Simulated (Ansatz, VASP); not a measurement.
## MgB2 in VASP and in Ansatz

Contents of INCAR:

```
SYSTEM = MgB2
ALGO = Normal
EDIFF = 1E-6
ENCUT = 520
GGA = CA
ISIF = 2
ISMEAR = -1
LASPH = .TRUE.
LCHARG = .FALSE.
LREAL = .FALSE.
LWAVE = .FALSE.
NBANDS = 11
NELM = 100
PREC = Accurate
SIGMA = 0.1
```

Contents of KPOINTS:

```
k-points
0
G
  12 12 10
  0 0 0
```

POSCAR

```
MgB2
1.0
    3.0371700842      0.0000000000      0.0000000000
   -1.5185850421      2.6302664485      0.0000000000
    0.0000000000      0.0000000000      3.4510642277
Mg B
1 2
Direct
    0.0000000000      0.0000000000      0.0000000000
    0.3333333333      0.6666666667      0.5000000000
    0.6666666667      0.3333333333      0.5000000000
```

Input for Ansatz:

```yaml
crystal:
  lattice:
    - [3.03717008415, 0.0, 0.0]
    - [-1.51858504208, 2.63026644848, 0.0]
    - [0.0, 0.0, 3.45106422767]
  atoms:
    - { symbol: Mg, position: [0.0, 0.0, 0.0] }
    - { symbol: B, position: [0.333333333333, 0.666666666667, 0.5] }
    - { symbol: B, position: [0.666666666667, 0.333333333333, 0.5] }
kpoints:
  mp_grid: { grid: [12, 12, 10] }
scf:
  occupations: { method: fermi_dirac, width: 0.1 }
hamiltonian:
  xc: lda
  pseudopotentials: { kind: paw }
output:
  forces: true
  stress: true
  eigenvalues: true
  eigenstates:
    nscf_kmesh: { grid: [16, 16, 12] }
    de_dk: true
    e_range: [-14, 14]
  optics:
    e_range: [0, 30]
    de: 0.2
    sigma: 0.2
    bands: { spectra_wanted_up_to: 30 }
    nscf_kmesh: { grid: [16, 16, 12] }
    drude_damping: 0.03
checkpoint:
  write: ck
  write_wavefunctions: false
```

Alike in both runs: task single point; functional LDA; k mesh 12 × 12 × 10; occupations fermi-dirac, width 0.1 eV; no spin polarisation.

```csv
,VASP,Ansatz
version,VASP 6.6.1,Ansatz 0.2.0
potentials or method,"VASP PAW LDA potentials, release 64 (Mg, B)","PAW with Ansatz's default frozen-core files, scalar-relativistic"
plane-wave cutoff (eV),520,420
valence electrons in the cell,8,16
```

VASP gave:

```
pressure (GPa)                                                : -0.6
traceless stress, the component that is largest in VASP (GPa) : -0.07
```

Problem. Which values does Ansatz return?

Solution. Pressure (GPa): 0.0; traceless stress, the component that is largest in VASP (GPa): 0.00.

LDA's correlation is that of Perdew and Zunger in VASP and of Perdew and Wang (1992) in Ansatz. VASP's potentials hold 8 valence electrons a cell and Ansatz's 16, so a difference there can come from the potentials and not from the codes. Ansatz's warnings: optics on partly filled bands.
